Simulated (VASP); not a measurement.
# LiBe16 (a cell with a defect) in VASP: notebook

LiBe16 (a cell with a defect) is run at these levels: r2SCAN; tasks: single point.

Program: VASP 6.6.1. These are calculated values, not measurements. Logs are shortened: lines on timing, memory, paths and dates and some standing lists are left out, and cuts for length are marked.

**1. The cell of the first run**

The cell holds a defect, 17 atoms: a = 4.580 Å, b = 3.966 Å, c = 7.177 Å, α = 90.00°, β = 90.00°, γ = 90.00°.

**2. Single point, r2SCAN**

The input, POSCAR:

```
LiBe16
1.0
   -2.2900000000     -3.9663960000      0.0000000000
    3.4350000000     -1.9831980000      0.0000000000
    0.0000000000      0.0000000000      7.1768600000
Be Li
16 1
Direct
    0.7562578570      0.4349159707     -0.0038701359
    0.5069380778      0.2957868406      0.2428839835
    0.7555363751      0.4343051041      0.4894571815
    0.4785425121      0.4907733526      0.7404411198
    0.5140157593     -0.0609275932     -0.0036251489
    0.2602430456      0.8061675767      0.2427461240
    0.5125524361     -0.0610818688      0.4913686343
    0.2828477809      0.8862395426      0.7439859790
    0.2457393317      0.4838565660     -0.0039875778
    0.0107218750      0.3001882861      0.2422896950
    0.2435830748      0.4861665010      0.4873100615
    0.0756537848      0.2894937125      0.7418961738
    0.0091180656     -0.0197260805     -0.0035935335
    0.7653728924      0.7915332958      0.2433030523
    0.0094532680     -0.0188034412      0.4891493442
    0.6934677994      1.1075218877      0.7443523741
   -0.1227864356      0.6990172473      0.7425391733
```

The input, INCAR.step1:

```
SYSTEM = LiBe16
  ALGO = Normal
  EDIFF = 1E-4
  ENCUT = 520
  GGA = PE
  ISMEAR = 0
  LASPH = .True.
  LCHARG = .False.
  LREAL = Auto
  LWAVE = .True.
  NBANDS = 32
  NELM = 100
  PREC = Accurate
  SIGMA = 0.1
```

The input, INCAR.step2:

```
SYSTEM = LiBe16
  ALGO = Normal
  EDIFF = 1E-6
  ENCUT = 520
  ISIF = 2
  ISMEAR = 0
  ISTART = 1
  LASPH = .True.
  LCHARG = .False.
  LMIXTAU = .True.
  LREAL = Auto
  LWAVE = .False.
  METAGGA = R2SCAN
  NBANDS = 32
  NELM = 100
  PREC = Accurate
  SIGMA = 0.1
```

The input, KPOINTS:

```
k-points
0
Gamma
  5 5 3
  0 0 0
```

Potentials or basis: VASP PAW PBE potentials, release 64 (Be, Li_sv).

Started as:

```console
> cat potpaw_PBE.64/Be/POTCAR potpaw_PBE.64/Li_sv/POTCAR > POTCAR
> cp INCAR.step1 INCAR
> mpirun -np 1 vasp_std > vasp.out
> cp INCAR.step2 INCAR
> mpirun -np 1 vasp_std > vasp.out
```

OUTCAR:

```text
SYSTEM = LiBe16
   EDIFF = 1E-6
   ENCUT = 520
   ISIF = 2
   ISMEAR = 0
   ISTART = 1
   LASPH = .True.
   LREAL = Auto
   METAGGA = R2SCAN
   NELM = 100
   PREC = Accurate

 ion  position               nearest neighbor table
   1  0.756  0.435  0.996-  13 2.14  17 2.17   2 2.18  10 2.18  16 2.24   4 2.24   9 2.25   5 2.26
                            14 2.27   5 2.29   9 2.35
   2  0.507  0.296  0.243-   3 2.17   1 2.18   6 2.25  11 2.26   9 2.26   5 2.27  10 2.27   7 2.28
                            14 2.30  10 2.31   6 2.32  14 2.32
   3  0.756  0.434  0.489-  15 2.14  17 2.17   2 2.17  10 2.19   4 2.21  11 2.24   7 2.26  16 2.26
                            14 2.27   7 2.29  11 2.35
   4  0.479  0.491  0.740-   8 1.81  16 1.81  17 2.00  12 2.01  11 2.11   9 2.12   3 2.21   1 2.24

   5  0.514  0.939  0.996-  16 2.10   8 2.11   6 2.18   9 2.18  14 2.19   1 2.26   2 2.27  13 2.27
                             1 2.29  13 2.32
   6  0.260  0.806  0.243-  11 2.17   5 2.18   9 2.19   7 2.19  13 2.22  15 2.22   2 2.25  14 2.27
                            10 2.27  10 2.31  14 2.31   2 2.32
   7  0.513  0.939  0.491-  16 2.10   8 2.11  11 2.18   6 2.19  14 2.20   3 2.26   2 2.28  15 2.28
                             3 2.29  15 2.31
   8  0.283  0.886  0.744-   4 1.81  12 1.86  17 2.00  16 2.08   7 2.11   5 2.11  13 2.23  15 2.25
[... 9 lines left out ...]
  13  0.009  0.980  0.996-   1 2.14  10 2.17   6 2.22  17 2.22  12 2.22  14 2.22   8 2.23   9 2.25
                             9 2.27   5 2.27   5 2.32  16 2.37
  14  0.765  0.792  0.243-   5 2.19   7 2.20  15 2.22  13 2.22  10 2.25   3 2.27   6 2.27   1 2.27
                             2 2.30  10 2.31   6 2.31   2 2.32
  15  0.009  0.981  0.489-   3 2.14  10 2.18  12 2.21  17 2.22   6 2.22  14 2.22  11 2.24   8 2.25
                            11 2.27   7 2.28   7 2.31  16 2.39
  16  0.693  0.108  0.744-   4 1.81  17 1.83  12 1.89   8 2.08   5 2.10   7 2.10   1 2.24   3 2.26
                            13 2.37  15 2.39  17 2.49
  17  0.877  0.699  0.743-  16 1.83  12 1.86   8 2.00   4 2.00   3 2.17   1 2.17  15 2.22  13 2.22
                            16 2.49

  LATTYP: Found a simple orthorhombic cell.
 ALAT       =     3.9663962620
 B/A-ratio  =     1.1547004875
 C/A-ratio  =     1.8094157835

  Lattice vectors:

 A1 = (  -3.4350000000,   1.9831980000,   0.0000000000)
 A2 = (  -2.2900000000,  -3.9663960000,   0.0000000000)
 A3 = (   0.0000000000,   0.0000000000,   7.1768600000)

Analysis of symmetry for initial positions (statically):
=====================================================================
 Subroutine PRICEL returns:
 Original cell was already a primitive cell.

 Routine SETGRP: Setting up the symmetry group for a
 simple orthorhombic supercell.

 Subroutine GETGRP returns: Found  1 space group operations
 (whereof  1 operations were pure point group operations)
 out of a pool of  8 trial point group operations.

The static configuration has the point symmetry C_1 .

Analysis of symmetry for dynamics (positions and initial velocities):
=====================================================================
 Subroutine PRICEL returns:
 Original cell was already a primitive cell.

 Routine SETGRP: Setting up the symmetry group for a
 simple orthorhombic supercell.

 Subroutine GETGRP returns: Found  1 space group operations
 (whereof  1 operations were pure point group operations)
 out of a pool of  8 trial point group operations.

The dynamic configuration has the point symmetry C_1 .

 Subroutine INISYM returns: Found  1 space group operations
 (whereof  1 operations are pure point group operations),
 and found     1 'primitive' translations

----------------------------------------------------------------------------------------

                                     Primitive cell

  volume of cell :     130.3755

  direct lattice vectors                    reciprocal lattice vectors
    -2.290000000 -3.966396000  0.000000000    -0.109170306 -0.189088533  0.000000000
     3.435000000 -1.983198000  0.000000000     0.218340611 -0.126059022  0.000000000
     0.000000000  0.000000000  7.176860000     0.000000000  0.000000000  0.139336702

  length of vectors
     4.579999697  3.966396262  7.176860000     0.218340626  0.252118027  0.139336702

  position of ions in fractional coordinates (direct lattice)
     0.756257857  0.434915971  0.996129864
     0.506938078  0.295786841  0.242883984
     0.755536375  0.434305104  0.489457182
     0.478542512  0.490773353  0.740441120
     0.514015759  0.939072407  0.996374851
     0.260243046  0.806167577  0.242746124
[... 9 lines left out ...]
     0.693467799  0.107521888  0.744352374
     0.877213564  0.699017247  0.742539173

  ion indices of the primitive-cell ions
   primitive index   ion index
                 1           1
                 2           2
                 3           3
                 4           4
                 5           5
                 6           6
[... 9 lines left out ...]
                16          16
                17          17

----------------------------------------------------------------------------------------

 KPOINTS: k-points

Automatic generation of k-mesh.
 Grid dimensions read from file:
 generate k-points for:    5    5    3

 Generating k-lattice:

  Cartesian coordinates                     Fractional coordinates (reciprocal lattice)
    -0.021834061 -0.037817707  0.000000000     0.200000000  0.000000000  0.000000000
     0.043668122 -0.025211804  0.000000000     0.000000000  0.200000000  0.000000000
     0.000000000  0.000000000  0.046445567     0.000000000  0.000000000  0.333333333

  Length of vectors
     0.043668125  0.050423605  0.046445567

  Shift w.r.t. Gamma in fractional coordinates (k-lattice)
     0.000000000  0.000000000  0.000000000

 Subroutine IBZKPT returns following result:
 ===========================================

 Found     38 irreducible k-points:

 Following reciprocal coordinates:
            Coordinates               Weight
  0.000000  0.000000  0.000000      1.000000
  0.200000  0.000000  0.000000      2.000000
  0.400000  0.000000  0.000000      2.000000
  0.000000  0.200000  0.000000      2.000000
  0.200000  0.200000  0.000000      2.000000
 -0.200000  0.200000  0.000000      2.000000
[... 16 lines left out ...]
  0.200000 -0.200000 -0.333333      2.000000
 -0.200000 -0.200000  0.333333      2.000000
 [... further k-points ...]
   k-points           NKPTS =     38   k-points in BZ     NKDIM =     38   number of bands    NBANDS=     32
   number of dos      NEDOS =    301   number of ions     NIONS =     17
   total plane-waves  NPLWV =  58320
   dimension x,y,z NGX =    36 NGY =   30 NGZ =   54
   dimension x,y,z NGXF=    72 NGYF=   60 NGZF=  108
   ions per type =              16   1
   NGX,Y,Z   is equivalent  to a cutoff of  13.07, 12.57, 12.51 a.u.
   NGXF,Y,Z  is equivalent  to a cutoff of  26.13, 25.15, 25.02 a.u.
 SYSTEM =  LiBe16
   PREC   = accura    normal or accurate (medium, high low for compatibility)
   ISTART =      1    job   : 0-new  1-cont  2-samecut
   ICHARG =      0    charge: 1-file 2-atom 10-const
   ISPIN  =      1    spin polarized calculation?
   LNONCOLLINEAR =      F non collinear calculations
   LSORBIT =      F    spin-orbit coupling
   LASPH  =      T    aspherical Exc in radial PAW
   ENCUT  =  520.0 eV  38.22 Ry    6.18 a.u.   8.52  7.37 13.34*2*pi/ulx,y,z
   NELM   =    100;   NELMIN=  2; NELMDL=  0     # of ELM steps
   EDIFF  = 0.1E-05   stopping-criterion for ELM
   LREAL  =      T    real-space projection
   EDIFFG = 0.1E-04   stopping-criterion for IOM
   NSW    =      0    number of steps for IOM
   IBRION =     -1    ionic relax: 0-MD 1-quasi-New 2-CG
   NFREE  =      0    steps in history (QN), initial steepest desc. (CG)
   ISIF   =      2    stress and relaxation
   ISYM   =      2    0-nonsym 1-usesym 2-fastsym
   POTIM  = 0.5000    time-step for ionic-motion
   TEBEG  =    0.0;   TEEND  =   0.0 temperature during run
   PSTRESS=    0.0 pullay stress
   NELECT =      35.0000    total number of electrons
   NUPDOWN=      -1.0000    fix difference up-down
   EMIN   =  10.00;   EMAX   =-10.00  energy-range for DOS
   EFERMI =   0.00;   METHOD = LEGACY
   ISMEAR =     0;   SIGMA  =   0.10  broadening in eV -4-tet -1-fermi 0-gaus
   EFERMI_NEDOS =   21; number of points for ismear=-14 and -15
   IALGO  =     38    algorithm
   IMIX   =      4    mixing-type and parameters
     AMIX     =   0.40;   BMIX     =  1.00
     AMIX_MAG =   1.60;   BMIX_MAG =  1.00
  volume/ion in A,a.u.               =       7.67        51.75
  Fermi-wavevector in a.u.,A,eV,Ry     =   1.056085  1.995711 15.174786  1.115315
  Thomas-Fermi vector in A             =   2.191307
   LORBIT       =      0    0 simple, 1 ext, 2 COOP (PROOUT), +10 PAW based schemes
   METAGGA = R2SCAN    functional components
   LHFCALC =     F    Hartree Fock is set to
   AEXX    =    0.0000 exact exchange contribution
   IVDW    =     0    specifies the selected vdW correction
   LEPSILON=     F    determine dielectric tensor
   LRPA    =     F    only Hartree local field effects (RPA)
 non-spin polarized calculation
 Gauss-broadening in eV      SIGMA  =   0.10
  energy-cutoff  :      520.00
  volume of cell :      130.38
 maximum number of plane-waves:      3529
 NGX is ok and might be reduce to    36
   NGX = 17   NGY = 15   NGZ = 27

 number of electron      34.9999997 magnetization

 Free energy of the ion-electron system (eV)
  ---------------------------------------------------
  ext. energy  EPLUGINS =         0.00000000
  ---------------------------------------------------
  free energy    TOTEN  =       -66.94280014 eV

  energy without entropy =      -66.92957332  energy(sigma->0) =      -66.93618673

 E-fermi :   7.2742     XC(G=0): -11.3190

 val. band max:        7.2629858170   @ k =  -0.4000   0.2000   0.0000
 cond. band min:       7.3160004354   @ k =   0.0000   0.4000  -0.3333
 fundamental gap:      0.0530146184
 Fermi energy:         7.2741858136

 k-point     1 :       0.0000    0.0000    0.0000
  band No.  band energies     occupation
      1     -40.6804      2.00000
      2      -4.8208      2.00000
      3      -2.7275      2.00000
      4      -2.4744      2.00000
      5       0.6502      2.00000
      6       0.7436      2.00000
[... 757 lines left out ...]
     28      12.4903      0.00000
     29      12.9951      0.00000

 [... further k-points ...]

 [bands above 29 left out]

------------------------ aborting loop because EDIFF is reached ----------------------------------------

  FORCE on cell =-STRESS in cart. coord.  units (eV):
  Direction    XX          YY          ZZ          XY          YZ          ZX
  --------------------------------------------------------------------------------------
  -------------------------------------------------------------------------------------
  Total       17.1597007      9.1773318      1.8387537      0.3211618     -0.0384174     -0.0782704
  in kB      210.8745977    112.7797152     22.5963408      3.9467396     -0.4721089     -0.9618602
  external PRESSURE =     115.4168846 kB  Pullay stress =       0.0000000 kB

 VOLUME and BASIS-vectors are now :
 -----------------------------------------------------------------------------
  energy-cutoff  :      520.00
  volume of cell :      130.38
      direct lattice vectors                 reciprocal lattice vectors
    -2.290000000 -3.966396000  0.000000000    -0.109170306 -0.189088533  0.000000000
     3.435000000 -1.983198000  0.000000000     0.218340611 -0.126059022  0.000000000
     0.000000000  0.000000000  7.176860000     0.000000000  0.000000000  0.139336702

 POSITION                                       TOTAL-FORCE (eV/Angst)
 -----------------------------------------------------------------------------------
     -0.23789     -3.86214      7.14908         0.008847      0.020396      0.013328
     -0.14486     -2.59732      1.74314         0.022565     -0.015475     -0.009581
     -0.23834     -3.85807      3.51277        -0.010587      0.008502     -0.034133
      0.58994     -2.87139      5.31404         0.015206      0.023941      0.016887
      2.04862     -3.90116      7.15084         0.011325      0.023325      0.002078
      2.17323     -2.63102      1.74215        -0.005649     -0.001944     -0.008766
[... 9 lines left out ...]
     -1.21870     -2.96381      5.34211         0.054320     -0.016950     -0.015438
      0.39231     -4.86567      5.32910        -0.015992      0.012380      0.048602
 -----------------------------------------------------------------------------------
    total drift:                               -0.005564      0.019704      0.052755

  FREE ENERGIE OF THE ION-ELECTRON SYSTEM (eV)
  ---------------------------------------------------
  free  energy   TOTEN  =       -66.9428001391 eV

  energy  without entropy=      -66.9295733154  energy(sigma->0) =      -66.93618673
```

Wall time 15 min (1 thread of Intel Xeon Platinum 8488C (Sapphire Rapids), shared host); peak memory 0.3 GiB.

Results:

| Quantity | Value |
| --- | --- |
| Free energy | -66.9428 eV |
| Largest force | 0.062 eV/Å |
| Band gap on the k mesh | zero (an odd number of electrons rules out a gap without spin polarisation) |

Forces on the atoms (eV/Å):
```
Be   0.009  0.020  0.013
Be   0.023 -0.015 -0.010
Be  -0.011  0.009 -0.034
Be   0.015  0.024  0.017
Be   0.011  0.023  0.002
Be  -0.006 -0.002 -0.009
Be   0.011 -0.016 -0.008
Be   0.012 -0.028  0.006
Be   0.014 -0.003  0.011
Be  -0.013 -0.007  0.010
Be  -0.010  0.014 -0.002
Be  -0.060  0.010 -0.009
Be  -0.011 -0.008  0.010
Be  -0.007 -0.013 -0.002
Be  -0.015 -0.003 -0.028
Be   0.054 -0.017 -0.015
Li  -0.016  0.012  0.049
```

Levels at points of the mesh, in eV from the Fermi level:
| k point | band 14 | band 15 | band 16 | band 17 | band 18 | band 19 | band 20 | band 21 |
| --- | --- | --- | --- | --- | --- | --- | --- | --- |
| (0.00, 0.00, 0.00) | -3.52 | -3.48 | -1.31 | 0.27 | 0.42 | 0.65 | 0.99 | 1.53 |

Caveat: the cutoff is under 1.25 times the usual one of these potentials, so pressure, stress and relaxed cells hold a basis-set (Pulay) error; the PAW data sets were made with another functional, which shifts forces and pressure a little.

(Continued in part 2 of 2.)

The gap in the log of VASP goes by the Fermi energy; the results here count the filled bands.